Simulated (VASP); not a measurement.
Set up this calculation in VASP 6.6.1, as the native input.

```yaml
Task: single point
Functional: PBEsol
Potentials_or_basis: VASP PAW PBE potentials, release 64 (Li_sv, Nb_sv, O)
Cutoff: 520 eV
k_mesh: 6 × 6 × 6
Occupations: fermi-dirac, width 0.03 eV
Spin: no spin polarisation
Dipole_correction: no
Further_INCAR_settings: ALGO = Normal; EDIFF = 1e-07; NBANDS = 45
```

The structure of LiNbO3 lies in POSCAR:

```
LiNbO3
1.0
    0.0000000000      3.9260599586      3.9260599586
    3.9260599586      0.0000000000      3.9260599586
    3.9260599586      3.9260599586      0.0000000000
Li Nb O
2 2 6
Direct
    0.2500000000      0.2500000000      0.2500000000
    0.7500000000      0.7500000000      0.7500000000
    0.5000000000      0.5000000000      0.5000000000
    0.0000000000      0.0000000000      0.0000000000
    0.2500000153      0.2500000153      0.7499999847
    0.2500000153      0.7499999847      0.7499999847
    0.7499999847      0.7499999847      0.2500000153
    0.2500000153      0.7499999847      0.2500000153
    0.7499999847      0.2500000153      0.7499999847
    0.7499999847      0.2500000153      0.2500000153
```

The input as run:

INCAR

```
SYSTEM = LiNbO3
PREC = Accurate
ENCUT = 520
EDIFF = 1E-7
ISMEAR = -1
SIGMA = 0.03
LREAL = .False.
LASPH = .True.
NELM = 100
ALGO = Normal
ISIF = 2
LWAVE = .False.
LCHARG = .False.
GGA = PS
NBANDS = 45
```

KPOINTS

```
Automatic mesh
0
Gamma
  6 6 6
  0 0 0
```

Potentials or basis: VASP PAW PBE potentials, release 64 (Li_sv, Nb_sv, O).

Launch:

```bash
$ cat potpaw_PBE.64/Li_sv/POTCAR potpaw_PBE.64/Nb_sv/POTCAR potpaw_PBE.64/O/POTCAR > POTCAR
$ mpirun -np 1 vasp_std > vasp.out
```

Results of the run:

The band gap on the k mesh is 1.66 eV.

It took 2.2 min on 1 thread of AMD EPYC 9R14 (Zen 4), on a shared host, peak memory 0.25 GiB.
